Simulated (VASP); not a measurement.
# Fe (Fm-3m) in VASP: single point with PBE

Aim: the single point of Fe with PBE.

Program: VASP 6.6.1. These are calculated values, not measurements. Logs are shortened: lines on timing, memory, paths and dates and some standing lists are left out, and cuts for length are marked.

## 1. The cell of the first run

The structure is cubic, space group Fm-3m (No. 225). The conventional cell has a = 3.489 Å, b = 3.489 Å, c = 3.489 Å, α = 90.00°, β = 90.00°, γ = 90.00°. Within 3.3 Å of Fe (site symmetry m-3m) lie 12 Fe at 2.47 Å.

## 2. Single point, PBE, collinear spin, ferromagnetic start

INCAR

```
SYSTEM = Fe
  PREC = Accurate
  ENCUT = 600
  EDIFF = 1E-6
  ISMEAR = -1
  SIGMA = 0.1
  LREAL = .FALSE.
  LASPH = .TRUE.
  NELM = 200
  ALGO = Normal
  ISIF = 2
  LWAVE = .FALSE.
  LCHARG = .TRUE.
  ISPIN = 2
  MAGMOM = 0.76
  LORBIT = 11
  LMAXMIX = 4
  GGA = PE
  LELF = .TRUE.
  LVHAR = .TRUE.
  NBANDS = 14
  GGA_COMPAT = .FALSE.
```

KPOINTS

```
Automatic mesh
0
G
  8 8 8
  0 0 0
```

POSCAR

```
Fe
1.0
    0.0000000000      1.7445000000      1.7445000000
    1.7445000000      0.0000000000      1.7445000000
    1.7445000000      1.7445000000      0.0000000000
Fe
1
Direct
    0.0000000000      0.0000000000      0.0000000000
```

Potentials or basis: VASP PAW PBE potentials, release 64 (Fe).

Command:

```
$ cat potpaw_PBE.64/Fe/POTCAR > POTCAR
$ mpirun -np 1 vasp_std > vasp.out
```

OUTCAR:

```text
SYSTEM = Fe
   PREC = Accurate
   ENCUT = 600
   EDIFF = 1E-6
   ISMEAR = -1
   LREAL = .FALSE.
   LASPH = .TRUE.
   NELM = 200
   ISIF = 2
   ISPIN = 2
   LORBIT = 11
   GGA = PE

 ion  position               nearest neighbor table
   1  0.000  0.000  0.000-

  LATTYP: Found a face centered cubic cell.
 ALAT       =     3.4890000000

  Lattice vectors:

 A1 = (   0.0000000000,   1.7445000000,   1.7445000000)
 A2 = (   1.7445000000,   0.0000000000,   1.7445000000)
 A3 = (   1.7445000000,   1.7445000000,   0.0000000000)

Analysis of symmetry for initial positions (statically):
=====================================================================
 Subroutine PRICEL returns:
 Original cell was already a primitive cell.

 Routine SETGRP: Setting up the symmetry group for a
 face centered cubic supercell.

 Subroutine GETGRP returns: Found 48 space group operations
 (whereof 48 operations were pure point group operations)
 out of a pool of 48 trial point group operations.

The static configuration has the point symmetry O_h .

Analysis of symmetry for dynamics (positions and initial velocities):
=====================================================================
 Subroutine PRICEL returns:
 Original cell was already a primitive cell.

 Routine SETGRP: Setting up the symmetry group for a
 face centered cubic supercell.

 Subroutine GETGRP returns: Found 48 space group operations
 (whereof 48 operations were pure point group operations)
 out of a pool of 48 trial point group operations.

The dynamic configuration has the point symmetry O_h .

Analysis of structural, dynamic, and magnetic symmetry:
=====================================================================
 Subroutine PRICEL returns:
 Original cell was already a primitive cell.

 Routine SETGRP: Setting up the symmetry group for a
 face centered cubic supercell.

 Subroutine GETGRP returns: Found 48 space group operations
 (whereof 48 operations were pure point group operations)
 out of a pool of 48 trial point group operations.

The overall configuration has the point symmetry O_h .

 Subroutine INISYM returns: Found 48 space group operations
 (whereof 48 operations are pure point group operations),
 and found     1 'primitive' translations

----------------------------------------------------------------------------------------

                                     Primitive cell

  volume of cell :      10.6180

  direct lattice vectors                    reciprocal lattice vectors
     0.000000000  1.744500000  1.744500000    -0.286615076  0.286615076  0.286615076
     1.744500000  0.000000000  1.744500000     0.286615076 -0.286615076  0.286615076
     1.744500000  1.744500000  0.000000000     0.286615076  0.286615076 -0.286615076

  length of vectors
     2.467095560  2.467095560  2.467095560     0.496431874  0.496431874  0.496431874

  position of ions in fractional coordinates (direct lattice)
     0.000000000  0.000000000  0.000000000

  ion indices of the primitive-cell ions
   primitive index   ion index
                 1           1

----------------------------------------------------------------------------------------

 KPOINTS: Automatic mesh

Automatic generation of k-mesh.
 Grid dimensions read from file:
 generate k-points for:    8    8    8

 Generating k-lattice:

  Cartesian coordinates                     Fractional coordinates (reciprocal lattice)
    -0.035826884  0.035826884  0.035826884     0.125000000  0.000000000  0.000000000
     0.035826884 -0.035826884  0.035826884     0.000000000  0.125000000  0.000000000
     0.035826884  0.035826884 -0.035826884     0.000000000  0.000000000  0.125000000

  Length of vectors
     0.062053984  0.062053984  0.062053984

  Shift w.r.t. Gamma in fractional coordinates (k-lattice)
     0.000000000  0.000000000  0.000000000

 Subroutine IBZKPT returns following result:
 ===========================================

 Found     29 irreducible k-points:

 Following reciprocal coordinates:
            Coordinates               Weight
  0.000000  0.000000  0.000000      1.000000
  0.125000  0.000000  0.000000      8.000000
  0.250000  0.000000  0.000000      8.000000
  0.375000  0.000000  0.000000      8.000000
  0.500000  0.000000  0.000000      4.000000
  0.125000  0.125000  0.000000      6.000000
[... 16 lines left out ...]
  0.500000  0.250000  0.125000     48.000000
 -0.375000  0.250000  0.125000     24.000000
 [... further k-points ...]
   k-points           NKPTS =     29   k-points in BZ     NKDIM =     29   number of bands    NBANDS=     14
   number of dos      NEDOS =    301   number of ions     NIONS =      1
   total plane-waves  NPLWV =   8000
   dimension x,y,z NGX =    20 NGY =   20 NGZ =   20
   dimension x,y,z NGXF=    40 NGYF=   40 NGZF=   40
   ions per type =               1
   NGX,Y,Z   is equivalent  to a cutoff of  13.48, 13.48, 13.48 a.u.
   NGXF,Y,Z  is equivalent  to a cutoff of  26.95, 26.95, 26.95 a.u.
 SYSTEM =  Fe
   PREC   = accura    normal or accurate (medium, high low for compatibility)
   ISTART =      0    job   : 0-new  1-cont  2-samecut
   ICHARG =      2    charge: 1-file 2-atom 10-const
   ISPIN  =      2    spin polarized calculation?
   LNONCOLLINEAR =      F non collinear calculations
   LSORBIT =      F    spin-orbit coupling
   LASPH  =      T    aspherical Exc in radial PAW
   ENCUT  =  600.0 eV  44.10 Ry    6.64 a.u.   4.93  4.93  4.93*2*pi/ulx,y,z
   NELM   =    200;   NELMIN=  2; NELMDL= -5     # of ELM steps
   EDIFF  = 0.1E-05   stopping-criterion for ELM
   LREAL  =      F    real-space projection
   EDIFFG = 0.1E-04   stopping-criterion for IOM
   NSW    =      0    number of steps for IOM
   IBRION =     -1    ionic relax: 0-MD 1-quasi-New 2-CG
   NFREE  =      0    steps in history (QN), initial steepest desc. (CG)
   ISIF   =      2    stress and relaxation
   ISYM   =      2    0-nonsym 1-usesym 2-fastsym
   POTIM  = 0.5000    time-step for ionic-motion
   TEBEG  =    0.0;   TEEND  =   0.0 temperature during run
   PSTRESS=    0.0 pullay stress
   NELECT =       8.0000    total number of electrons
   NUPDOWN=      -1.0000    fix difference up-down
   EMIN   =  10.00;   EMAX   =-10.00  energy-range for DOS
   EFERMI =   0.00;   METHOD = LEGACY
   ISMEAR =    -1;   SIGMA  =   0.10  broadening in eV -4-tet -1-fermi 0-gaus
   EFERMI_NEDOS =   21; number of points for ismear=-14 and -15
   IALGO  =     38    algorithm
   IMIX   =      4    mixing-type and parameters
     AMIX     =   0.40;   BMIX     =  1.00
     AMIX_MAG =   1.60;   BMIX_MAG =  1.00
  volume/ion in A,a.u.               =      10.62        71.65
  Fermi-wavevector in a.u.,A,eV,Ry     =   1.489672  2.815071 30.192978  2.219121
  Thomas-Fermi vector in A             =   2.602550
   LORBIT       =     11    0 simple, 1 ext, 2 COOP (PROOUT), +10 PAW based schemes
   GGA     = PE    functional components
   LHFCALC =     F    Hartree Fock is set to
   AEXX    =    0.0000 exact exchange contribution
   IVDW    =     0    specifies the selected vdW correction
   LEPSILON=     F    determine dielectric tensor
   LRPA    =     F    only Hartree local field effects (RPA)
 spin polarized calculation
  energy-cutoff  :      600.00
  volume of cell :       10.62
 maximum number of plane-waves:       363
   NGX =  9   NGY =  9   NGZ =  9

 number of electron       8.0000003 magnetization      -0.0036062

 number of electron       8.0000003 magnetization       0.0009313

 Free energy of the ion-electron system (eV)
  ---------------------------------------------------
  ext. energy  EPLUGINS =         0.00000000
  ---------------------------------------------------
  free energy    TOTEN  =        -8.10338080 eV

  energy without entropy =       -8.04704158  energy(sigma->0) =       -8.07521119

 E-fermi :   6.3895     XC(G=0): -13.5498

 val. band max:        6.3471802535   @ k =   0.0000   0.0000   0.0000
 cond. band min:       6.4693656245   @ k =   0.2500   0.0000   0.0000
 fundamental gap:      0.1221853710
 Fermi energy:         6.3895033379

 spin component 1

 k-point     1 :       0.0000    0.0000    0.0000
  band No.  band energies     occupation
      1      -2.2275      1.00000
      2       4.8773      1.00000
      3       4.8773      1.00000
      4       4.8773      1.00000
      5       6.3455      0.60816
      6       6.3455      0.60816
      7      29.4150      0.00000
      8      34.6499      0.00000
      9      34.6499      0.00000
     10      34.6499      0.00000
     11      38.0344      0.00000
     12      38.0344      0.00000
     13      38.0344      0.00000
     14      39.7525      0.00000

 k-point     2 :       0.1250    0.0000    0.0000
  band No.  band energies     occupation
      1      -1.5930      1.00000
      2       4.6628      1.00000
      3       5.0372      1.00000
      4       5.0372      1.00000
      5       6.2826      0.74448
      6       6.2826      0.74448
      7      27.8980      0.00000
      8      31.0326      0.00000
      9      34.0275      0.00000
     10      34.0275      0.00000
     11      38.4254      0.00000
     12      39.0120      0.00000
     13      39.0120      0.00000
     14      45.1340      0.00000
[... 343 lines left out ...]
      1       2.5619      1.00000
      2       3.7730      1.00000
      3       4.3567      1.00000
      4       5.7928      0.99745
      5       6.9128      0.00531
      6       9.1613      0.00000
      7      17.9616      0.00000
      8      23.1410      0.00000
      9      26.3886      0.00000
     10      33.4006      0.00000
     11      37.0198      0.00000
     12      42.4203      0.00000
     13      43.8737      0.00000
     14      49.6785      0.00000

 k-point    24 :      -0.3750    0.2500    0.1250
  band No.  band energies     occupation
      1       2.8249      1.00000
      2       3.6976      1.00000
      3       4.6595      1.00000
      4       5.6152      0.99957
      5       7.2533      0.00018
      6      11.1454      0.00000
      7      14.5735      0.00000
      8      23.4506      0.00000
      9      25.0565      0.00000
     10      32.9077      0.00000
     11      37.1522      0.00000
     12      43.8911      0.00000
     13      47.2611      0.00000
     14      48.3362      0.00000

 [... further k-points ...]

 spin component 2

 k-point     1 :       0.0000    0.0000    0.0000
  band No.  band energies     occupation
      1      -2.2274      1.00000
      2       4.8778      1.00000
      3       4.8778      1.00000
      4       4.8778      1.00000
      5       6.3472      0.60426
      6       6.3472      0.60426
      7      29.4148      0.00000
      8      34.6503      0.00000
      9      34.6503      0.00000
     10      34.6503      0.00000
     11      38.0346      0.00000
     12      38.0346      0.00000
     13      38.0346      0.00000
     14      39.7521      0.00000

 k-point     2 :       0.1250    0.0000    0.0000
  band No.  band energies     occupation
      1      -1.5929      1.00000
      2       4.6633      1.00000
      3       5.0378      1.00000
      4       5.0378      1.00000
      5       6.2842      0.74142
      6       6.2842      0.74142
      7      27.8980      0.00000
      8      31.0326      0.00000
      9      34.0278      0.00000
     10      34.0278      0.00000
     11      38.4253      0.00000
     12      39.0121      0.00000
     13      39.0121      0.00000
     14      45.1339      0.00000
[... 343 lines left out ...]
      1       2.5623      1.00000
      2       3.7737      1.00000
      3       4.3574      1.00000
      4       5.7940      0.99741
      5       6.9137      0.00526
      6       9.1620      0.00000
      7      17.9619      0.00000
      8      23.1413      0.00000
      9      26.3889      0.00000
     10      33.4008      0.00000
     11      37.0200      0.00000
     12      42.4207      0.00000
     13      43.8738      0.00000
     14      49.6787      0.00000

 k-point    24 :      -0.3750    0.2500    0.1250
  band No.  band energies     occupation
      1       2.8252      1.00000
      2       3.6987      1.00000
      3       4.6599      1.00000
      4       5.6164      0.99956
      5       7.2542      0.00018
      6      11.1459      0.00000
      7      14.5739      0.00000
      8      23.4509      0.00000
      9      25.0568      0.00000
     10      32.9078      0.00000
     11      37.1525      0.00000
     12      43.8912      0.00000
     13      47.2613      0.00000
     14      48.3367      0.00000

 [... further k-points ...]

------------------------ aborting loop because EDIFF is reached ----------------------------------------

  FORCE on cell =-STRESS in cart. coord.  units (eV):
  Direction    XX          YY          ZZ          XY          YZ          ZX
  --------------------------------------------------------------------------------------
  -------------------------------------------------------------------------------------
  Total       -0.6278962     -0.6278962     -0.6278962      0.0000000      0.0000000      0.0000000
  in kB      -94.7448300    -94.7448300    -94.7448300      0.0000000      0.0000000      0.0000000
  external PRESSURE =     -94.7448300 kB  Pullay stress =       0.0000000 kB

 VOLUME and BASIS-vectors are now :
 -----------------------------------------------------------------------------
  energy-cutoff  :      600.00
  volume of cell :       10.62
      direct lattice vectors                 reciprocal lattice vectors
     0.000000000  1.744500000  1.744500000    -0.286615076  0.286615076  0.286615076
     1.744500000  0.000000000  1.744500000     0.286615076 -0.286615076  0.286615076
     1.744500000  1.744500000  0.000000000     0.286615076  0.286615076 -0.286615076

 POSITION                                       TOTAL-FORCE (eV/Angst)
 -----------------------------------------------------------------------------------
      0.00000      0.00000      0.00000         0.000000      0.000000      0.000000
 -----------------------------------------------------------------------------------
    total drift:                                0.000000      0.000000      0.000000

  FREE ENERGIE OF THE ION-ELECTRON SYSTEM (eV)
  ---------------------------------------------------
  free  energy   TOTEN  =        -8.1033807994 eV

  energy  without entropy=       -8.0470415786  energy(sigma->0) =       -8.07521119

 total charge

# of ion       s       p       d       tot
------------------------------------------
    1        0.517   0.587   6.306   7.410

 magnetization (x)

# of ion       s       p       d       tot
------------------------------------------
    1       -0.000  -0.000   0.001   0.001
```

Wall time 44 s (1 thread of Intel Xeon 8259CL, shared host); peak memory 0.14 GiB.

Results:

| Property | Result |
| --- | --- |
| Free energy | -8.1034 eV |
| Pressure | -9.5 GPa |
| Band gap on the k mesh | zero (filled and empty bands overlap) |
| Net moment | 0.00 μB per cell |
| Valence electrons inside the program's atomic spheres | Fe 7.41 |

Caveat: the k points lie up to 0.39 Å⁻¹ apart.
